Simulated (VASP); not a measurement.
Here is a VASP 6.6.1 calculation.

File INCAR:

```
SYSTEM = Si3BTe2
PREC = Accurate
ENCUT = 520
EDIFF = 1E-7
ISMEAR = 0
SIGMA = 0.1
LREAL = .FALSE.
LASPH = .TRUE.
NELM = 100
ALGO = Fast
ISIF = 2
LWAVE = .FALSE.
LCHARG = .FALSE.
GGA = PE
NBANDS = 22
```

KPOINTS

```
regular mesh
0
G
  6 6 2
  0 0 0
```

Contents of POSCAR:

```
Si3BTe2
1.0
    3.3163872377      0.0000000000      0.0000000000
    0.0000000000      3.3163872377      0.0000000000
    0.0000000000      0.0000000000      9.8800877313
Si B Te
3 1 2
Direct
    0.5000000000      0.5000000000      0.1155311304
    0.5000000000      0.5000000000      0.5000000000
    0.5000000000      0.5000000000      0.8844688696
    0.0000000000      0.0000000000      0.0000000000
    0.0000000000      0.0000000000      0.3150299070
    0.0000000000      0.0000000000      0.6849700930
```

Potentials or basis: VASP PAW PBE potentials, release 64 (Si, B, Te).

Launch:

```bash
$ cat potpaw_PBE.64/Si/POTCAR potpaw_PBE.64/B/POTCAR potpaw_PBE.64/Te/POTCAR > POTCAR
$ mpirun -np 1 vasp_std > vasp.out
```

Estimate the band gap on the k mesh.

zero (an odd number of electrons rules out a gap without spin polarisation).

What does it give for the pressure?

0.0 GPa.

Forces on the atoms (eV/Å):
```
Si   0.000  0.000 -0.037
Si   0.000  0.000  0.000
Si   0.000  0.000  0.037
B    0.000  0.000  0.000
Te   0.000  0.000  0.018
Te   0.000  0.000 -0.018
```

Caveat: spin-orbit coupling is left out, which moves the levels of the heavy elements; an odd number of electrons without spin polarisation forces a metal; a magnetic or distorted state may lie lower.
